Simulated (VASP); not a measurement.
Input of a VASP 6.6.1 run:

File INCAR:

```
SYSTEM = InP
  ALGO = Normal
  EDIFF = 1E-6
  ENCUT = 520
  GGA = CA
  ISIF = 2
  ISMEAR = 0
  LASPH = .TRUE.
  LCHARG = .FALSE.
  LREAL = .FALSE.
  LWAVE = .FALSE.
  NBANDS = 16
  NELM = 100
  PREC = Accurate
  SIGMA = 0.01
```

File KPOINTS:

```
k-points
0
G
  8 8 8
  0 0 0
```

File POSCAR:

```
InP
1.0
    2.8553861717      2.8553861717      0.0000000000
   -2.8553861717      2.8553861717      0.0000000000
    0.0000000000      2.8553861717      2.9776612500
In P
1 1
Direct
    0.0000000000      0.0000000000      0.0000000000
    0.7500000000      0.2500000000      0.5000000000
```

Potentials or basis: VASP PAW LDA potentials, release 64 (In_d, P).

Run with:

```console
$ cat potpaw_LDA.64/In_d/POTCAR potpaw_LDA.64/P/POTCAR > POTCAR
$ mpirun -np 1 vasp_std > vasp.out
```

Problem. Predict the band gap on the k mesh.

Solution. 0.62 eV, direct.

Problem. Predict the pressure.

Solution. 1.3 GPa.

Stress tensor (GPa, compression positive):
```
1.99 0.00 0.00
0.00 1.99 0.00
0.00 0.00 0.01
```

Caveat: the cell differs from its parent crystal (film at in-plane strain -0.02); spin-orbit coupling is left out, which moves the levels of the heavy elements.
